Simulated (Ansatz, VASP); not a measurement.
# BP: VASP beside Ansatz

```xyz
2
Lattice="0.0000 2.2654 2.2654 2.2654 0.0000 2.2654 2.2654 2.2654 0.0000" Properties=species:S:1:pos:R:3 pbc="T T T"
B     0.0000    0.0000    0.0000
P     1.1327    1.1327    1.1327
```

Alike in both runs: functional r2SCAN; dispersion rVV10; k mesh 10 × 10 × 10; occupations gaussian, width 0.02 eV; no spin polarisation.

Ansatz relaxed the structure, and its values are those at the end. VASP's run is a single point on that final structure, the one shown.

|  | VASP | Ansatz |
| --- | --- | --- |
| version | VASP 6.6.1 | Ansatz 0.2.0 |
| potentials or method | VASP PAW PBE potentials, release 64 (B, P), cutoff 550 eV | scalar-relativistic, plane waves, PAW |
| valence electrons in the cell | 8 | 8 |

```csv
,VASP,Ansatz,Ansatz less VASP
gap on the k mesh at the Fermi level (eV),1.41,1.38,-0.029
least direct gap on the mesh (eV),3.64,3.60,-0.040
pressure (GPa),-0.5,0.0,+0.46
```

VASP's potentials were made for PBE, not for r2SCAN.
